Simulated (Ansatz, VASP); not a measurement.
AlCu3: VASP beside Ansatz

File INCAR:

```
SYSTEM = AlCu3
ALGO     = Normal         ! electronic algorithm
EDIFF    = 1E-7           ! SCF threshold, eV
ENCUT    = 520            ! plane-wave cutoff, eV
GGA      = PS             ! functional
ISIF     = 2              ! what is computed and relaxed
ISMEAR   = 0              ! smearing method
LASPH    = .TRUE.         ! aspherical terms in the spheres
LCHARG   = .TRUE.         ! write CHGCAR
LELF     = .TRUE.         ! ELF
LREAL    = .FALSE.        ! projectors in reciprocal space
LVHAR    = .TRUE.       
LWAVE    = .FALSE.        ! write WAVECAR
NBANDS   = 26             ! bands
NELM     = 100            ! most SCF steps
PREC     = Accurate       ! precision mode
SIGMA    = 0.1            ! smearing width, eV
```

Contents of KPOINTS:

```
k-points
0
G
  12 12 12
  0 0 0
```

POSCAR

```
AlCu3
1.0
    3.6678318545      0.0000000000      0.0000000000
    0.0000000000      3.6678318545      0.0000000000
    0.0000000000      0.0000000000      3.6678318545
Al Cu
1 3
Direct
    0.0000000000      0.0000000000      0.0000000000
    0.5000000000      0.5000000000      0.0000000000
    0.5000000000      0.0000000000      0.5000000000
    0.0000000000      0.5000000000      0.5000000000
```

Input for Ansatz:

```yaml
crystal:
  lattice:
    - [3.667831864, 0.0, 0.0]
    - [0.0, 3.667831864, 0.0]
    - [0.0, 0.0, 3.667831864]
  atoms:
    - { symbol: Al, position: [0.0, 0.0, 0.0] }
    - { symbol: Cu, position: [0.5, 0.5, 0.0] }
    - { symbol: Cu, position: [0.5, 0.0, 0.5] }
    - { symbol: Cu, position: [0.0, 0.5, 0.5] }
basis:
  ecutwfc: 420
kpoints:
  mp_grid: { grid: [12, 12, 12] }
hamiltonian:
  xc: pbesol
scf:
  occupations: { method: gaussian, width: 0.1 }
output:
  forces: true
  stress: true
  eigenvalues: true
```

Alike in both runs: task single point; functional PBEsol; k mesh 12 × 12 × 12; occupations gaussian, width 0.1 eV; no spin polarisation.

```csv
,VASP,Ansatz
version,VASP 6.6.1,Ansatz 0.2.0
potentials or method,"VASP PAW PBE potentials, release 64 (Al, Cu), cutoff 520 eV","scalar-relativistic, plane waves, PAW"
valence electrons in the cell,36,60
```

```tsv
	VASP	Ansatz	Ansatz less VASP
gap on the k mesh at the Fermi level (eV)	none	none	-
pressure (GPa)	-3.7	-4.2	-0.55
```

VASP's potentials were made for PBE, not for PBEsol. A gap of «none» marks a metal or a gap that the smearing closes. VASP's potentials hold 36 valence electrons a cell and Ansatz's 60, so a difference there can come from the potentials and not from the codes.
